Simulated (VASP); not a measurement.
Wanted: the native input for a VASP 6.6.1 run.

| Item | Value |
| --- | --- |
| Task | single point |
| Functional | r2SCAN |
| Potentials or basis | VASP PAW PBE potentials, release 64 (Al, N) |
| Cutoff | 520 eV |
| k mesh | 12 × 12 × 6 |
| Occupations | gaussian, width 0.05 eV |
| Spin | no spin polarisation |
| Dipole correction | no |
| Further INCAR settings | ALGO = Normal; EDIFF = 1e-07; NBANDS = 16 |

Crystal: AlN.

```xyz
4
Lattice="3.1110 0.0000 0.0000 -1.5555 2.6942 0.0000 0.0000 0.0000 4.9780" Properties=species:S:1:pos:R:3 pbc="T T T"
Al    0.0000    1.9011    0.0000
Al    1.5555    0.7931    2.4890
N     0.0000    1.7041    1.9165
N     1.5555    0.9901    4.4055
```

This cell differs from its parent crystal: atoms displaced along a vibrational mode.

The input as run:

POSCAR

```
AlN
1.0
    3.1110021516      0.0000000000      0.0000000000
   -1.5555010758      2.6942068945      0.0000000000
    0.0000000000      0.0000000000      4.9780000000
Al N
2 2
Direct
    0.3528195874      0.7056391748      0.0000000000
    0.6471804126      0.2943608252      0.5000000000
    0.3162601161      0.6325202322      0.3850000000
    0.6837398839      0.3674797678      0.8850000000
```

INCAR.step1

```
PREC     = Accurate       # precision mode
ENCUT    = 520            # plane-wave cutoff, eV
ISMEAR   = 0              # smearing method
SIGMA    = 0.05           # smearing width, eV
LREAL    = False          # projectors in reciprocal space
LASPH    = True           # aspherical terms in the spheres
NELM     = 80             # most SCF steps
NBANDS   = 16             # bands
GGA      = PE             # functional
ALGO     = Normal         # electronic algorithm
EDIFF    = 1E-4           # SCF threshold, eV
LWAVE    = True           # write WAVECAR
LCHARG   = False          # write CHGCAR
```

INCAR.step2

```
PREC     = Accurate       # precision mode
ENCUT    = 520            # plane-wave cutoff, eV
EDIFF    = 1E-7           # SCF threshold, eV
ISMEAR   = 0              # smearing method
SIGMA    = 0.05           # smearing width, eV
LREAL    = False          # projectors in reciprocal space
LASPH    = True           # aspherical terms in the spheres
NELM     = 80             # most SCF steps
ALGO     = Normal         # electronic algorithm
ISIF     = 2              # what is computed and relaxed
LWAVE    = False          # write WAVECAR
LCHARG   = True           # write CHGCAR
METAGGA  = R2SCAN         # meta-GGA
LMIXTAU  = True         
LELF     = True           # ELF
LVHAR    = True         
NBANDS   = 16             # bands
ISTART   = 1
```

KPOINTS

```
Automatic mesh
0
Gamma
  12 12 6
```

Potentials or basis: VASP PAW PBE potentials, release 64 (Al, N).

Launch:

```sh
$ cat potpaw_PBE.64/Al/POTCAR potpaw_PBE.64/N/POTCAR > POTCAR
$ cp INCAR.step1 INCAR
$ mpirun -np 1 vasp_std > vasp.out
$ cp INCAR.step2 INCAR
$ mpirun -np 1 vasp_std > vasp.out
```

It gave:

```yaml
Pressure: -1.2 GPa
Largest_force: 0.764 eV/Å
Band_gap_on_the_k_mesh: 4.71 eV
```

Caveat: the cell differs from its parent crystal (atoms displaced along a vibrational mode); the PAW data sets were made with another functional, which shifts forces and pressure a little.

Run time: 6.2 min on 1 thread of Intel(R) Xeon(R) Platinum 8259CL CPU @ 2.50GHz (Skylake/Cascade Lake), on a shared host, peak memory 0.23 GiB.
